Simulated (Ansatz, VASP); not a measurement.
# MoSe in VASP and in Ansatz

```xyz
2
Lattice="3.3019 0.0000 0.0000 0.0000 3.3019 0.0000 0.0000 0.0000 3.3019" Properties=species:S:1:pos:R:3 pbc="T T T"
Mo    0.0000    0.0000    0.0000
Se    1.6510    1.6510    1.6510
```

Alike in both runs: task single point; functional PBEsol; k mesh 14 × 14 × 14; occupations gaussian, width 0.1 eV; collinear spin.

```csv
,VASP,Ansatz
version,VASP 6.6.1,Ansatz 0.2.0
potentials or method,"VASP PAW PBE potentials, release 64 (Mo_sv, Se), cutoff 520 eV","scalar-relativistic, plane waves, PAW"
valence electrons in the cell,20,30
```

```csv
,VASP,Ansatz,Ansatz less VASP
gap on the k mesh at the Fermi level (eV),none,none,-
pressure (GPa),-23.9,-24.0,-0.14
net moment per atom (μB),0.00,0.00,-0.001
```

VASP's potentials were made for PBE, not for PBEsol. A gap of «none» marks a metal or a gap that the smearing closes. With one functional, cell and mesh, what is left measures potentials, basis and numerics. VASP's potentials hold 20 valence electrons a cell and Ansatz's 30, so a difference there can come from the potentials and not from the codes. Ansatz's warnings: seeded moment not kept.
